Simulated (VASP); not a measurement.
Here is a VASP 6.6.1 calculation.

The input INCAR:

```
SYSTEM = Li
PREC = Accurate
ENCUT = 520
EDIFF = 1E-8
ISMEAR = -1
SIGMA = 0.05
LREAL = .False.
LASPH = .True.
NELM = 100
ALGO = Normal
ISIF = 2
LWAVE = .False.
LCHARG = .False.
GGA = PE
LEFG = .True.
NBANDS = 8
```

File KPOINTS:

```
Automatic mesh
0
Gamma
  8 8 8
  0 0 0
```

Contents of POSCAR:

```
Li
1.0
    0.0000000000      2.2020000000      2.2020000000
    2.2020000000      0.0000000000      2.2020000000
    2.2020000000      2.2020000000      0.0000000000
Li
1
Direct
    0.0000000000      0.0000000000      0.0000000000
```

Potentials or basis: VASP PAW PBE potentials, release 64 (Li_sv).

Command:

```sh
$ cat potpaw_PBE.64/Li_sv/POTCAR > POTCAR
$ mpirun -np 1 vasp_std > vasp.out
```

(1) Predict the band gap on the k mesh.

Answers

(1) zero (an odd number of electrons rules out a gap without spin polarisation).
